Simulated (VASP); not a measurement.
Input of a VASP 6.6.1 run:

File INCAR:

```
SYSTEM = NiO
PREC = Accurate
ENCUT = 700
EDIFF = 1E-6
ISMEAR = -1
SIGMA = 0.05
LREAL = .FALSE.
LASPH = .TRUE.
NELM = 200
ALGO = Normal
ISIF = 2
LWAVE = .FALSE.
LCHARG = .FALSE.
ISPIN = 2
MAGMOM = 1 0
LORBIT = 11
LMAXMIX = 4
LDAU = .TRUE.
LDAUTYPE = 2
LDAUL = 2 -1
LDAUU = 8 0
LDAUJ = 0 0
LDAUPRINT = 1
GGA = PS
NBANDS = 23
GGA_COMPAT = .FALSE.
```

KPOINTS

```
Automatic mesh
0
G
  11 11 11
  0 0 0
```

Contents of POSCAR:

```
NiO
1.0
    0.0000000000      2.0859016414      2.0859016414
    2.0859016414      0.0000000000      2.0859016414
    2.0859016414      2.0859016414      0.0000000000
Ni O
1 1
Direct
    0.0000000000      0.0000000000      0.0000000000
    0.5000000000      0.5000000000      0.5000000000
```

Potentials or basis: VASP PAW PBE potentials, release 64 (Ni_sv_GW, O).

Command:

```console
$ cat potpaw_PBE.64/Ni_sv_GW/POTCAR potpaw_PBE.64/O/POTCAR > POTCAR
$ mpirun -np 1 vasp_std > vasp.out
```

(1) What does it give for the site moments?

(2) Estimate the pressure.

(3) What does it give for the band gap on the k mesh?

(4) Predict the net moment.

Answers

(1) Ni +1.81; O +0.15 μB.

(2) 2.7 GPa.

(3) 2.47 eV (least direct gap 3.72 eV).

(4) 2.00 μB per cell.

Caveat: the PAW data sets were made with another functional, which shifts forces and pressure a little; an odd mesh through Γ misses points on the zone boundary, where band edges can lie; a cell with one magnetic atom can't hold antiferromagnetic order, which such compounds often take.
